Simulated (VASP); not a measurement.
# Sn2Se (Fm-3m) in VASP: single point with PBE

Aim: the single point of Sn2Se with PBE.

All numbers are computed with VASP 6.6.1; they aren't measurements. Logs are shortened: lines on timing, memory, paths and dates and some standing lists are left out, and cuts for length are marked.

### 1 The cell of the first run

It takes space group Fm-3m (No. 225, cubic). Conventional cell: a = 7.175 Å, b = 7.175 Å, c = 7.175 Å, α = 90.00°, β = 90.00°, γ = 90.00°. Within 4.1 Å of Sn (site symmetry -43m) lie 4 Se at 3.11 Å and 6 Sn at 3.59 Å. Within 4.1 Å of Se (site symmetry m-3m) lie 8 Sn at 3.11 Å.

### 2 Single point, PBE

Input file POSCAR:

```
Sn2Se
1.0
    0.0000000000      3.5873571240      3.5873571240
    3.5873571240      0.0000000000      3.5873571240
    3.5873571240      3.5873571240      0.0000000000
Sn Se
2 1
Direct
    0.2500000000      0.2500000000      0.2500000000
    0.7500000000      0.7500000000      0.7500000000
    0.5000000000      0.5000000000      0.5000000000
```

Input file INCAR.step1:

```
SYSTEM = Sn2Se
PREC = Accurate
ENCUT = 520
EDIFF = 1E-6
ISMEAR = 0
SIGMA = 0.1
LREAL = .FALSE.
LASPH = .TRUE.
NELM = 100
ALGO = Normal
ISIF = 2
LWAVE = .FALSE.
LCHARG = .TRUE.
GGA = PE
NBANDS = 24
```

Input file KPOINTS.step1:

```
regular mesh
0
G
  12 12 12
  0 0 0
```

Input file INCAR.step2:

```
SYSTEM = Sn2Se
PREC = Accurate
ENCUT = 520
EDIFF = 1E-6
ISMEAR = -5
SIGMA = 0.1
LREAL = .FALSE.
LASPH = .TRUE.
NELM = 100
ALGO = Normal
ISIF = 2
LWAVE = .FALSE.
LCHARG = .FALSE.
GGA = PE
LORBIT = 10
NEDOS = 2001
ICHARG = 11
```

Input file KPOINTS.step2:

```
regular mesh
0
G
  18 18 18
  0 0 0
```

Potentials or basis: VASP PAW PBE potentials, release 64 (Sn_d, Se).

Started as:

```bash
$ cat potpaw_PBE.64/Sn_d/POTCAR potpaw_PBE.64/Se/POTCAR > POTCAR
$ cp INCAR.step1 INCAR
$ cp KPOINTS.step1 KPOINTS
$ mpirun -np 1 vasp_std > vasp.out
$ cp INCAR.step2 INCAR
$ cp KPOINTS.step2 KPOINTS
$ mpirun -np 1 vasp_std > vasp.out
```

OUTCAR:

```text
SYSTEM = Sn2Se
   PREC = Accurate
   ENCUT = 520
   EDIFF = 1E-6
   ISMEAR = -5
   LREAL = .FALSE.
   LASPH = .TRUE.
   NELM = 100
   ISIF = 2
   GGA = PE
   LORBIT = 10
   ICHARG = 11

 ion  position               nearest neighbor table
   1  0.250  0.250  0.250-   3 3.11   3 3.11   3 3.11   3 3.11   2 3.59   2 3.59   2 3.59   2 3.59
                             2 3.59   2 3.59
   2  0.750  0.750  0.750-   3 3.11   3 3.11   3 3.11   3 3.11   1 3.59   1 3.59   1 3.59   1 3.59
                             1 3.59   1 3.59
   3  0.500  0.500  0.500-   1 3.11   1 3.11   1 3.11   2 3.11   2 3.11   2 3.11   2 3.11   1 3.11

  LATTYP: Found a face centered cubic cell.
 ALAT       =     7.1747142480

  Lattice vectors:

 A1 = (   0.0000000000,   3.5873571240,   3.5873571240)
 A2 = (   3.5873571240,   0.0000000000,   3.5873571240)
 A3 = (   3.5873571240,   3.5873571240,   0.0000000000)

Analysis of symmetry for initial positions (statically):
=====================================================================
 Subroutine PRICEL returns:
 Original cell was already a primitive cell.

 Routine SETGRP: Setting up the symmetry group for a
 face centered cubic supercell.

 Subroutine GETGRP returns: Found 48 space group operations
 (whereof 48 operations were pure point group operations)
 out of a pool of 48 trial point group operations.

The static configuration has the point symmetry O_h .

Analysis of symmetry for dynamics (positions and initial velocities):
=====================================================================
 Subroutine PRICEL returns:
 Original cell was already a primitive cell.

 Routine SETGRP: Setting up the symmetry group for a
 face centered cubic supercell.

 Subroutine GETGRP returns: Found 48 space group operations
 (whereof 48 operations were pure point group operations)
 out of a pool of 48 trial point group operations.

The dynamic configuration has the point symmetry O_h .

 Subroutine INISYM returns: Found 48 space group operations
 (whereof 48 operations are pure point group operations),
 and found     1 'primitive' translations

----------------------------------------------------------------------------------------

                                     Primitive cell

  volume of cell :      92.3323

  direct lattice vectors                    reciprocal lattice vectors
     0.000000000  3.587357124  3.587357124    -0.139378373  0.139378373  0.139378373
     3.587357124  0.000000000  3.587357124     0.139378373 -0.139378373  0.139378373
[... 92 lines left out ...]
   NSW    =      0    number of steps for IOM
   IBRION =     -1    ionic relax: 0-MD 1-quasi-New 2-CG
   NFREE  =      0    steps in history (QN), initial steepest desc. (CG)
   ISIF   =      2    stress and relaxation
   ISYM   =      2    0-nonsym 1-usesym 2-fastsym
   POTIM  = 0.5000    time-step for ionic-motion
   TEBEG  =    0.0;   TEEND  =   0.0 temperature during run
   PSTRESS=    0.0 pullay stress
   NELECT =      34.0000    total number of electrons
   NUPDOWN=      -1.0000    fix difference up-down
   EMIN   =  10.00;   EMAX   =-10.00  energy-range for DOS
   EFERMI =   0.00;   METHOD = LEGACY
   ISMEAR =    -5;   SIGMA  =   0.10  broadening in eV -4-tet -1-fermi 0-gaus
   EFERMI_NEDOS =   21; number of points for ismear=-14 and -15
   IALGO  =     38    algorithm
   IMIX   =      4    mixing-type and parameters
     AMIX     =   0.40;   BMIX     =  1.00
     AMIX_MAG =   1.60;   BMIX_MAG =  1.00
  volume/ion in A,a.u.               =      30.78       207.70
  Fermi-wavevector in a.u.,A,eV,Ry     =   1.173410  2.217424 18.733746  1.376891
  Thomas-Fermi vector in A             =   2.309824
   LORBIT       =     10    0 simple, 1 ext, 2 COOP (PROOUT), +10 PAW based schemes
   GGA     = PE    functional components
   LHFCALC =     F    Hartree Fock is set to
   AEXX    =    0.0000 exact exchange contribution
   IVDW    =     0    specifies the selected vdW correction
   LEPSILON=     F    determine dielectric tensor
   LRPA    =     F    only Hartree local field effects (RPA)
 non-spin polarized calculation
 Fermi weights with tetrahedron method with Bloechl corrections
  energy-cutoff  :      520.00
  volume of cell :       92.33
 maximum number of plane-waves:      2520
 NGX is ok and might be reduce to    40

 number of electron      34.0000010 magnetization

 Free energy of the ion-electron system (eV)
  ---------------------------------------------------
  ext. energy  EPLUGINS =         0.00000000
  ---------------------------------------------------
  free energy    TOTEN  =       -10.62496129 eV

  energy without entropy =      -10.62496129  energy(sigma->0) =      -10.62496129

 E-fermi :   5.5149     XC(G=0):  -9.2632

 val. band max:        5.5395799884   @ k =   0.2778   0.2222   0.0556
 cond. band min:       5.4973718475   @ k =   0.3333   0.2222   0.1111
 fundamental gap:     -0.0422081409
 Fermi energy:         5.5148929183

 k-point     1 :       0.0000    0.0000    0.0000
  band No.  band energies     occupation
      1     -16.2607      2.00000
      2     -16.2607      2.00000
      3     -16.2256      2.00000
      4     -16.2256      2.00000
      5     -16.2256      2.00000
      6     -16.1752      2.00000
[... 565 lines left out ...]
     20       7.6544      0.00000
     21       7.8778      0.00000

 [... further k-points ...]
[... 5 lines left out ...]
  --------------------------------------------------------------------------------------
  -------------------------------------------------------------------------------------
  Total       -0.0823862     -0.0823862     -0.0823862      0.0000000     -0.0000000      0.0000000
  in kB       -1.4295894     -1.4295894     -1.4295894      0.0000000     -0.0000000      0.0000000
  external PRESSURE =      -1.4295894 kB  Pullay stress =       0.0000000 kB

 VOLUME and BASIS-vectors are now :
 -----------------------------------------------------------------------------
  energy-cutoff  :      520.00
  volume of cell :       92.33
      direct lattice vectors                 reciprocal lattice vectors
     0.000000000  3.587357124  3.587357124    -0.139378373  0.139378373  0.139378373
     3.587357124  0.000000000  3.587357124     0.139378373 -0.139378373  0.139378373
     3.587357124  3.587357124  0.000000000     0.139378373  0.139378373 -0.139378373

 POSITION                                       TOTAL-FORCE (eV/Angst)
 -----------------------------------------------------------------------------------
      1.79368      1.79368      1.79368         0.000000     -0.000000     -0.000000
      5.38104      5.38104      5.38104         0.000000      0.000000      0.000000
      3.58736      3.58736      3.58736        -0.000000     -0.000000     -0.000000
 -----------------------------------------------------------------------------------
    total drift:                               -0.000000     -0.000000      0.000000

  FREE ENERGIE OF THE ION-ELECTRON SYSTEM (eV)
  ---------------------------------------------------
  free  energy   TOTEN  =       -10.6249612857 eV

  energy  without entropy=      -10.6249612857  energy(sigma->0) =      -10.62496129

 total charge

# of ion       s       p       d       tot
------------------------------------------
    1        1.357   0.747   9.960  12.065
    2        1.357   0.747   9.960  12.065
    3        1.520   2.165   0.043   3.727
--------------------------------------------------
tot          4.233   3.659  19.964  27.856
```

OUTCAR.step1:

```text
SYSTEM = Sn2Se
   PREC = Accurate
   ENCUT = 520
   EDIFF = 1E-6
   ISMEAR = 0
   LREAL = .FALSE.
[... 876 lines left out ...]
      1.79368      1.79368      1.79368         0.000000      0.000000      0.000000
      5.38104      5.38104      5.38104        -0.000000     -0.000000     -0.000000
      3.58736      3.58736      3.58736        -0.000000      0.000000      0.000000
 -----------------------------------------------------------------------------------
    total drift:                               -0.000000     -0.000000      0.000000

  FREE ENERGIE OF THE ION-ELECTRON SYSTEM (eV)
  ---------------------------------------------------
  free  energy   TOTEN  =       -10.6318453252 eV

  energy  without entropy=      -10.6157924267  energy(sigma->0) =      -10.62381888
```

OSZICAR.step1:

```text
N       E                     dE             d eps       ncg     rms          rms(c)
DAV:   1     0.289180339166E+03    0.28918E+03   -0.17035E+04  3520   0.186E+03
DAV:   2     0.237148463216E+02   -0.26547E+03   -0.25787E+03  3536   0.468E+02
DAV:   3    -0.951977438704E+01   -0.33235E+02   -0.32539E+02  4376   0.146E+02
DAV:   4    -0.107343579755E+02   -0.12146E+01   -0.12130E+01  3680   0.308E+01
DAV:   5    -0.107704356721E+02   -0.36078E-01   -0.36077E-01  5000   0.555E+00    0.385E+00
DAV:   6    -0.106339222599E+02    0.13651E+00   -0.21647E-01  4416   0.311E+00    0.239E+00
DAV:   7    -0.106334743470E+02    0.44791E-03   -0.48507E-02  4448   0.102E+00    0.100E+00
DAV:   8    -0.106319576270E+02    0.15167E-02   -0.39462E-03  4056   0.412E-01    0.144E-01
DAV:   9    -0.106318083396E+02    0.14929E-03   -0.65889E-04  4336   0.168E-01    0.684E-02
DAV:  10    -0.106318423298E+02   -0.33990E-04   -0.12838E-04  3904   0.629E-02    0.186E-02
DAV:  11    -0.106318453346E+02   -0.30049E-05   -0.14406E-05  3728   0.211E-02    0.603E-03
DAV:  12    -0.106318453252E+02    0.94624E-08   -0.14631E-06  2960   0.865E-03
   1 F= -.10631845E+02 E0= -.10623819E+02  d E =-.160529E-01
```

Run time: 12 min. Hardware: 1 thread of AMD EPYC, shared host; peak memory 0.46 GiB.

Results:

- Valence electrons inside the program's atomic spheres: Sn 12.06; Se 3.73

Levels at points of the mesh, in eV from the Fermi level:
```tsv
k point	band 14	band 15	band 16	band 17	band 18	band 19	band 20	band 21
(0.00, 0.00, 0.00)	-3.25	-3.25	-3.25	-1.05	-1.05	-1.05	3.21	3.21
(0.50, 0.00, 0.00)	-3.84	-3.84	-1.16	-0.25	-0.25	1.71	2.07	2.91
(0.50, 0.50, 0.00)	-4.71	-4.71	-2.18	-0.22	2.16	2.16	3.47	3.47
```

Caveat: spin-orbit coupling is left out, which moves the levels of the heavy elements; tetrahedron occupations give inexact forces and stress in metals.
